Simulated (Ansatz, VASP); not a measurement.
**Ca2TeS: VASP beside Ansatz**

File INCAR:

```
SYSTEM = Ca2TeS
ALGO = Normal
EDIFF = 1E-7
ENCUT = 520
GGA = PE
GGA_COMPAT = .False.
ISIF = 2
ISMEAR = 0
LASPH = .True.
LCHARG = .True.
LORBIT = 11
LORBMOM = .True.
LREAL = .False.
LSORBIT = .True.
LVHAR = .True.
LWAVE = .False.
MAGMOM = 0 0 0 0 0 0 0 0 0 0 0 0
NBANDS = 46
NELM = 150
PREC = Accurate
SIGMA = 0.01
```

File KPOINTS:

```
k-points
0
Gamma
  6 6 4
  0 0 0
```

POSCAR

```
Ca2TeS
1.0
    4.2973382771      0.0000000000      0.0000000000
    0.0000000000      4.2973382771      0.0000000000
    0.0000000000      0.0000000000      6.0769310685
S Ca Te
1 2 1
Direct
    0.0000000000      0.0000000000      0.0000000000
    0.0000000000      0.0000000000      0.5000000000
    0.5000000000      0.5000000000      0.0000000000
    0.5000000000      0.5000000000      0.5000000000
```

Input for Ansatz:

```yaml
crystal:
  lattice:
    - [4.2973382771, 0.0, 0.0]
    - [0.0, 4.2973382771, 0.0]
    - [0.0, 0.0, 6.0769310685]
  atoms:
    - { symbol: S, position: [0.0, 0.0, 0.0] }
    - { symbol: Ca, position: [0.0, 0.0, 0.5] }
    - { symbol: Te, position: [0.5, 0.5, 0.5] }
    - { symbol: Ca, position: [0.5, 0.5, 0.0] }
kpoints:
  mp_grid: { grid: [6, 6, 4] }
  band_path:
    path:
      - [0.0, 0.0, 0.0]
      - [0.0, 0.5, 0.0]
      - [0.5, 0.5, 0.0]
      - [0.0, 0.0, 0.5]
      - [0.0, 0.5, 0.5]
      - [0.5, 0.5, 0.5]
    npoints: 1
hamiltonian:
  xc: pbe
scf:
  occupations: { method: fixed }
  n_extra_bands: 10
magnetization:
  noncollinear: true
  spin_orbit: true
output:
  forces: true
  stress: true
  eigenvalues: true
```

Alike in both runs: task single point; functional PBE; k mesh 6 × 6 × 4; non-collinear spin, spin-orbit coupling.

|  | VASP | Ansatz |
| --- | --- | --- |
| version | VASP 6.6.1 | Ansatz 0.2.0 |
| potentials or method | VASP PAW PBE potentials, release 64 (S, Ca_sv, Te) | plane waves, PAW |
| plane-wave cutoff (eV) | 520 | 420 |
| occupations | gaussian, width 0.01 eV | fixed |
| valence electrons in the cell | 32 | 42 |

```tsv
	VASP	Ansatz	Ansatz less VASP
pressure (GPa)	0.5	0.3	-0.13
```

VASP's potentials hold 32 valence electrons a cell and Ansatz's 42, so a difference there can come from the potentials and not from the codes.
